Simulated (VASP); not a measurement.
Here is a VASP 6.6.1 calculation.

File INCAR:

```
  PREC = Accurate
  ENCUT = 520
  EDIFF = 1E-6
  ISMEAR = -1
  SIGMA = 0.15
  LREAL = False
  LASPH = True
  NELM = 100
  ALGO = Normal
  ISIF = 2
  LWAVE = False
  LCHARG = False
  GGA = PE
  NBANDS = 16
```

File KPOINTS:

```
regular mesh
0
Gamma
  14 14 14
```

The input POSCAR:

```
AlRu
1.0
    3.0260702783      0.0000000000      0.0000000000
    0.0000000000      3.0260702783      0.0000000000
    0.0000000000      0.0000000000      3.0260702783
Al Ru
1 1
Direct
    0.0000000000      0.0000000000      0.0000000000
    0.5000000000      0.5000000000      0.5000000000
```

Potentials or basis: VASP PAW PBE potentials, release 64 (Al, Ru_pv).

Command:

```sh
$ cat potpaw_PBE.64/Al/POTCAR potpaw_PBE.64/Ru_pv/POTCAR > POTCAR
$ mpirun -np 1 vasp_std > vasp.out
```

Question: Predict the pressure.

Answer: -3.9 GPa.
